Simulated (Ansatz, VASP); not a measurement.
**Two plane-wave programs on AlAs**

```
Al As
1.0
     0.00000    2.81454    2.81454
     2.81454    0.00000    2.81454
     2.81454    2.81454    0.00000
Al As
1 1
Cartesian
  0.0000 0.0000 0.0000
  1.4073 1.4073 1.4073
```

Alike in both runs: task single point; functional LDA; k mesh 8 × 8 × 8; no spin polarisation.

```csv
,VASP,Ansatz
version,VASP 6.6.1,Ansatz 0.2.0
potentials or method,"VASP PAW LDA potentials, release 64 (Al, As), cutoff 500 eV","scalar-relativistic, plane waves, PAW"
occupations,"gaussian, width 0.01 eV",fixed
valence electrons in the cell,8,18
```

|  | VASP | Ansatz | Ansatz less VASP |
| --- | --- | --- | --- |
| gap on the k mesh at the Fermi level (eV) | 1.31 | 1.32 | +0.013 |
| least direct gap on the mesh (eV) | 2.02 | 1.98 | -0.035 |

LDA's correlation is that of Perdew and Zunger in VASP and of Perdew and Wang (1992) in Ansatz. VASP's potentials hold 8 valence electrons a cell and Ansatz's 18, so a difference there can come from the potentials and not from the codes.
